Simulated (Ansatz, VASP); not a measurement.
**MnO: VASP beside Ansatz**

```xyz
2
Lattice="0.0000 2.2673 2.2673 2.2673 0.0000 2.2673 2.2673 2.2673 0.0000" Properties=species:S:1:pos:R:3 pbc="T T T"
Mn    0.0000    0.0000    0.0000
O     2.2673    2.2673    2.2673
```

Alike in both runs: task single point; functional PBE; k mesh 12 × 12 × 12; occupations gaussian, width 0.05 eV; collinear spin; Hubbard terms Mn d U = 3.9 eV.

|  | VASP | Ansatz |
| --- | --- | --- |
| version | VASP 6.6.1 | Ansatz 0.2.0 |
| potentials or method | VASP PAW PBE potentials, release 64 (Mn_pv, O), cutoff 520 eV | scalar-relativistic, plane waves, PAW |
| valence electrons in the cell | 19 | 21 |

```tsv
	VASP	Ansatz	Ansatz less VASP
gap on the k mesh at the Fermi level (eV)	0.10	0.01	-0.090
least direct gap on the mesh (eV)	2.25	1.40	-0.856
pressure (GPa)	-1.6	-0.2	+1.48
net moment per atom (μB)	2.50	2.50	0.000
size of the moment on the site where the two differ most (μB)	4.63	4.32	-0.308
```

Site moments also hang on the region over which each program counts them. The programs project onto different local orbitals, so the same U acts differently, and such runs can settle in different states. VASP's potentials hold 19 valence electrons a cell and Ansatz's 21, so a difference there can come from the potentials and not from the codes. Ansatz's warnings: filled band counts differ across k points, stability check not made.
